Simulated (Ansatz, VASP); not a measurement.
## One calculation of In5Sb3As2, two programs

```
CELL_PARAMETERS angstrom
6.02805 0.00000 0.00000
0.00000 15.71452 0.00000
0.00000 0.00000 2.97425
ATOMIC_POSITIONS crystal
In 0.00000 0.89888 0.00021
In 0.00000 0.69537 0.32633
In 0.00000 0.50000 0.88932
In 0.00000 0.30463 0.32633
In 0.00000 0.10112 0.00021
Sb 0.50000 0.87178 0.12139
Sb 0.50000 0.50000 0.05511
Sb 0.50000 0.12822 0.12139
As 0.50000 0.69392 0.20485
As 0.50000 0.30608 0.20485
```

Alike in both runs: functional PBE; k mesh 4 × 2 × 6; occupations gaussian, width 0.1 eV; no spin polarisation.

Ansatz relaxed the structure, and its values are those at the end. VASP's run is a single point on that final structure, the one shown.

|  | VASP | Ansatz |
| --- | --- | --- |
| version | VASP 6.6.1 | Ansatz 0.2.0 |
| potentials or method | VASP PAW PBE potentials, release 64 (In_d, Sb, As), cutoff 520 eV | scalar-relativistic, plane waves, PAW |
| valence electrons in the cell | 90 | 140 |

```tsv
	VASP	Ansatz	Ansatz less VASP
gap on the k mesh at the Fermi level (eV)	none	none	-
pressure (GPa)	-0.1	-0.1	0.00
rms of the force components (eV/Å)	0.004	0.004	+0.0008
```

A gap of «none» marks a metal or a gap that the smearing closes. With one functional, cell and mesh, what is left measures potentials, basis and numerics. VASP's potentials hold 90 valence electrons a cell and Ansatz's 140, so a difference there can come from the potentials and not from the codes.

Neither program's run includes spin-orbit coupling.
